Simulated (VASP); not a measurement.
Set up this calculation in VASP 6.6.1, as the native input.

- Task: electric field gradients
- Functional: LDA
- Potentials or basis: VASP PAW LDA potentials, release 64 (Re)
- Cutoff: 520 eV
- k mesh: 14 × 14 × 8
- Occupations: fermi-dirac, width 0.05 eV
- Spin: no spin polarisation
- Dipole correction: no
- Further INCAR settings: ALGO = Normal; EDIFF = 1e-08; NBANDS = 14

The structure of Re lies in POSCAR:

```
Re
1.0
    2.5502177389      0.0000000000      0.0000000000
   -1.2751088694      2.2085533470      0.0000000000
    0.0000000000      0.0000000000      4.0777601353
Re
2
Direct
    0.3333333333      0.6666666667      0.2500000000
    0.6666666667      0.3333333333      0.7500000000
```

This cell differs from its parent crystal: volume scaled by 0.9405.

These files were run (other wordings do the same):

INCAR

```
SYSTEM = Re
ALGO = Normal ; EDIFF = 1E-8
ENCUT = 520 ; GGA = CA
ISIF = 2 ; ISMEAR = -1
LASPH = .TRUE. ; LCHARG = .FALSE.
LEFG = .TRUE. ; LREAL = .FALSE.
LWAVE = .FALSE. ; NBANDS = 14
NELM = 80 ; PREC = Accurate
SIGMA = 0.05
```

KPOINTS

```
k-points
0
G
  14 14 8
  0 0 0
```

Potentials or basis: VASP PAW LDA potentials, release 64 (Re).

The run is started by

```console
$ cat potpaw_LDA.64/Re/POTCAR > POTCAR
$ mpirun -np 1 vasp_std > vasp.out
```

Results of the run:

* Pressure: 151.3 GPa
* Band gap on the k mesh: zero (band 7 reaches 13.55 eV, above the bottom of band 8 at 8.65 eV)

Caveat: without QUAD_EFG the Cq values of the log hold for a quadrupole moment of 1 mb, not for the nuclei; spin-orbit coupling is left out, which moves the levels of the heavy elements.

It took 27 s on 1 thread of Intel(R) Xeon(R) Platinum 8259CL CPU @ 2.50GHz (Skylake/Cascade Lake) (shared host), peak memory 0.15 GiB.
